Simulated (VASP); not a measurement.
Here is a VASP 6.6.1 calculation.

INCAR

```
SYSTEM = Ho3PRu
ALGO = Normal ; EDIFF = 1E-7
EDIFFG = -0.01 ; ENCUT = 500
GGA = PE ; GGA_COMPAT = .FALSE.
IBRION = 2 ; ISIF = 3
ISMEAR = 0 ; LASPH = .TRUE.
LCHARG = .FALSE. ; LMAXMIX = 6
LREAL = .FALSE. ; LWAVE = .FALSE.
NELM = 200 ; NELMIN = 4
NSW = 100 ; PREC = Accurate
SIGMA = 0.1
```

File KPOINTS:

```
k-points
0
G
  8 8 8
  0 0 0
```

The input POSCAR:

```
Ho3PRu
1.0
    5.1655002661      0.0000000000      0.0000000000
    0.0000000000      5.1655002661      0.0000000000
    0.0000000000      0.0000000000      5.1655002661
Ho P Ru
3 1 1
Direct
    0.0000000000      0.5000000000      0.5000000000
    0.5000000000      0.0000000000      0.5000000000
    0.5000000000      0.5000000000      0.0000000000
    0.0000000000      0.0000000000      0.0000000000
    0.5000000000      0.5000000000      0.5000000000
```

Potentials or basis: VASP PAW PBE potentials, release 64 (Ho_3, P, Ru_pv), 4f in core.

The run is started by

```sh
$ cat potpaw_PBE.64/Ho_3/POTCAR potpaw_PBE.64/P/POTCAR potpaw_PBE.64/Ru_pv/POTCAR > POTCAR
$ mpirun -np 1 vasp_std > vasp.out
```

Task: Estimate the relaxed cell.

Result: a = 5.185 Å, b = 5.185 Å, c = 5.185 Å, α = 90.00°, β = 90.00°, γ = 90.00°.

Task: Predict the band gap on the k mesh.

Result: Zero (bands 23 and 24 overlap by 1.49 eV).

Task: Estimate the space group after relaxing (to 0.1 Å).

Result: Pm-3m (No. 221).

Task: Estimate the relaxed volume.

Result: 27.87 Å³/atom.

Final structure:
```
CELL_PARAMETERS angstrom
5.18453 0.00000 0.00000
0.00000 5.18453 0.00000
0.00000 0.00000 5.18453
ATOMIC_POSITIONS crystal
Ho 0.00000 0.50000 0.50000
Ho 0.50000 0.00000 0.50000
Ho 0.50000 0.50000 0.00000
P 0.00000 0.00000 0.00000
Ru 0.50000 0.50000 0.50000
```

Caveat: spin-orbit coupling is left out, which moves the levels of the heavy elements; the 4f electrons are frozen in the core, so they carry no moment and show no levels. Spin polarisation is off, so any magnetic state and its effect on volume and gap are missing.
